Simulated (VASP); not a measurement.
Wanted: the native input for a VASP 6.6.1 run.

- Task: electric field gradients
- Functional: LDA
- Potentials or basis: VASP PAW LDA potentials, release 64 (K_sv, Ta_pv, O)
- Cutoff: 520 eV
- k mesh: 5 × 5 × 5
- Occupations: fermi-dirac, width 0.01 eV
- Spin: no spin polarisation
- Dipole correction: no
- Further INCAR settings: ALGO = Normal; EDIFF = 1e-08; NBANDS = 27

The structure of KTaO3 lies in POSCAR:

```
KTaO3
1.0
    3.8686510000      0.0000000000      0.0000000000
    0.0000000000      3.8686510000      0.0000000000
    0.0000000000      0.0000000000      3.9883000000
K Ta O
1 1 3
Direct
    0.5000000000      0.5000000000      0.5000000000
    0.0000000000      0.0000000000      0.0000000000
    0.5000000000      0.0000000000      0.0000000000
    0.0000000000      0.5000000000      0.0000000000
    0.0000000000      0.0000000000      0.5000000000
```

This cell differs from its parent crystal: equal xx and yy strain of -3 %.

These files were run (other wordings do the same):

INCAR

```
SYSTEM = KTaO3
ALGO = Normal
EDIFF = 1E-8
ENCUT = 520
ISIF = 2
ISMEAR = -1
LASPH = .TRUE.
LCHARG = .FALSE.
LEFG = .TRUE.
LREAL = .FALSE.
LWAVE = .FALSE.
NBANDS = 27
NELM = 80
PREC = Accurate
SIGMA = 0.01
```

KPOINTS

```
k-points
0
G
  5 5 5
  0 0 0
```

Potentials or basis: VASP PAW LDA potentials, release 64 (K_sv, Ta_pv, O).

The run is started by

```console
$ cat potpaw_LDA.64/K_sv/POTCAR potpaw_LDA.64/Ta_pv/POTCAR potpaw_LDA.64/O/POTCAR > POTCAR
$ mpirun -np 1 vasp_std > vasp.out
```

It gave:

```
Pressure                                : 9.9 GPa
Band gap on the k mesh                  : 2.23 eV (least direct gap 2.67 eV)
Largest electric field gradient by atom : K +4.0; Ta +184.3; O +4.8, +18.3 (each value once) V/Å²
```

Caveat: the cell differs from its parent crystal (equal xx and yy strain of -3 %); the cell stands under pressure; without QUAD_EFG the Cq values of the log hold for a quadrupole moment of 1 mb, not for the nuclei; spin-orbit coupling is left out, which moves the levels of the heavy elements; an odd mesh through Γ misses points on the zone boundary, where band edges can lie.

Run time: 43 s on 1 thread of Intel Xeon 8259CL (shared host), peak memory 0.17 GiB.
